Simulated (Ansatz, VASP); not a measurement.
One calculation of C, two programs

```xyz
8
Lattice="2.5726 0.0000 0.0000 -1.2863 2.2279 0.0000 0.0000 0.0000 8.6943" Properties=species:S:1:pos:R:3 pbc="T T T"
C     0.0000    0.0000    0.8080
C     0.0000    0.0000    5.1552
C     0.0000    0.0000    3.5392
C     0.0000    0.0000    7.8863
C     0.0000    1.4853    1.3519
C     1.2863    0.7426    5.6991
C     0.0000    1.4853    2.9952
C     1.2863    0.7426    7.3424
```

Change from the starting cell: strain +0.025 along x and y, +0.050 along z, atoms carried along.

Alike in both runs: task single point; functional r2SCAN; k mesh 12 × 12 × 4; occupations gaussian, width 0.05 eV; no spin polarisation.

|  | VASP | Ansatz |
| --- | --- | --- |
| version | VASP 6.6.1 | Ansatz 0.2.0 |
| potentials or method | VASP PAW PBE potentials, release 64 (C), cutoff 520 eV | scalar-relativistic, plane waves, PAW |
| valence electrons in the cell | 32 | 32 |

|  | VASP | Ansatz | Ansatz less VASP |
| --- | --- | --- | --- |
| gap on the k mesh at the Fermi level (eV) | 4.70 | 4.72 | +0.019 |
| least direct gap on the mesh (eV) | 4.88 | 4.92 | +0.034 |
| pressure (GPa) | -35.9 | -36.7 | -0.78 |
| traceless stress, the component that is largest in VASP (GPa) | -15.80 | -15.71 | +0.091 |
| rms of the force components (eV/Å) | 0.100 | 0.106 | +0.0068 |

VASP's potentials were made for PBE, not for r2SCAN. Atom by atom the forces differ by 0.007 eV/Å (rms over components). Both programs put the cell under strong tension, so it lies far from rest at this level.

Noted on VASP's run: the cell as given lies far from equilibrium.
